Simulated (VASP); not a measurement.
The system is CoW3.

```xyz
4
Lattice="3.9074 0.0000 0.0000 0.0000 3.9074 0.0000 0.0000 0.0000 3.9074" Properties=species:S:1:pos:R:3 pbc="T T T"
W     1.9537    1.9537    0.0000
W     1.9537    0.0000    1.9537
W     0.0000    1.9537    1.9537
Co    0.0000    0.0000    0.0000
```

Base run:

- Program: VASP 6.6.1
- Functional: PBEsol
- Potentials or basis: VASP PAW PBE potentials, release 64 (W_sv, Co)
- Cutoff: 600 eV
- k mesh: 6 × 6 × 6
- Occupations: fermi-dirac, width 0.05 eV
- Spin: collinear spin, ferromagnetic start
- Starting moments: [0.0, 0.0, 0.0, 1.5] μB
- Fixed moment: 1.5 μB

Its results: pressure -8.4 GPa; site moments W +0.14; Co +1.00 μB.

Q: After a change of settings the same cell gave: pressure -7.5 GPa; site moments W +0.21; Co +1.21 μB. Which change was it?
A. fixed moment from 1.5 μB to 2.5 μB; moments at the start from [0.0, 0.0, 0.0, 1.5] to [0.0, 0.0, 0.0, 2.5]
B. fixed moment from 1.5 μB to 2 μB; moments at the start from [0.0, 0.0, 0.0, 1.5] to [0.0, 0.0, 0.0, 2.0]
C. fixed moment from 1.5 μB to 1 μB; moments at the start from [0.0, 0.0, 0.0, 1.5] to [0.0, 0.0, 0.0, 1.0]
D. fixed moment from 1.5 μB to 0.5 μB; moments at the start from [0.0, 0.0, 0.0, 1.5] to [0.0, 0.0, 0.0, 0.5]

A: B.

Caveats: the cell stands under tension; the PAW data sets were made with another functional, which shifts forces and pressure a little; the total moment is fixed, so each spin has its own Fermi level and the state may be an excited one.
